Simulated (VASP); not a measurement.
The system is KNaBr2.

```xyz
4
Lattice="2.2092 1.2755 7.3203 -2.2092 1.2755 7.3203 0.0000 -2.5510 7.3203" Properties=species:S:1:pos:R:3 pbc="T T T"
Na    2.2092    1.2755    7.3203
K     0.0000    0.0000   10.9804
Br    0.0000    0.0000    5.6818
Br    0.0000    0.0000   16.2791
```

Base run:

```yaml
Program: VASP 6.6.1
Functional: LDA
Potentials_or_basis: VASP PAW LDA potentials, release 64 (Na_pv, K_sv, Br)
Cutoff: 500 eV
k_mesh: 4 × 4 × 4
Occupations: gaussian, width 0.01 eV
Spin: no spin polarisation
```

Its results: band gap on the k mesh 3.88 eV; pressure -1.7 GPa; largest force 0.024 eV/Å.

**Question.** The run is repeated on the same cell with these changes: functional from LDA to PBE; potentials or basis from VASP PAW LDA potentials, release 64 (Na_pv, K_sv, Br) to VASP PAW PBE potentials, release 64 (Na_pv, K_sv, Br). What comes out?

**Answer.** Band gap on the k mesh 4.26 eV; pressure 0.8 GPa; largest force 0.004 eV/Å.

A k mesh can miss the band edges.
